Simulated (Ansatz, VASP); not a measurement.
One calculation of Y, two programs

```
CELL_PARAMETERS angstrom
-1.95542 1.95542 1.95542
1.95542 -1.95542 1.95542
1.95542 1.95542 -1.95542
ATOMIC_POSITIONS crystal
Y 0.00000 0.00000 0.00000
```

Alike in both runs: functional LDA; k mesh 14 × 14 × 14; occupations fermi-dirac, width 0.05 eV; no spin polarisation.

Ansatz relaxed the structure, and its values are those at the end. VASP's run is a single point on that final structure, the one shown.

```csv
,VASP,Ansatz
version,VASP 6.6.1,Ansatz 0.2.0
potentials or method,"VASP PAW LDA potentials, release 64 (Y_sv)","PAW with Ansatz's default frozen-core files, scalar-relativistic"
plane-wave cutoff (eV),520,420
valence electrons in the cell,11,11
```

VASP gave:

* pressure (GPa): -0.2

Problem. Which values does Ansatz return?

Solution. Pressure (GPa): 0.0.

LDA's correlation is that of Perdew and Zunger in VASP and of Perdew and Wang (1992) in Ansatz.
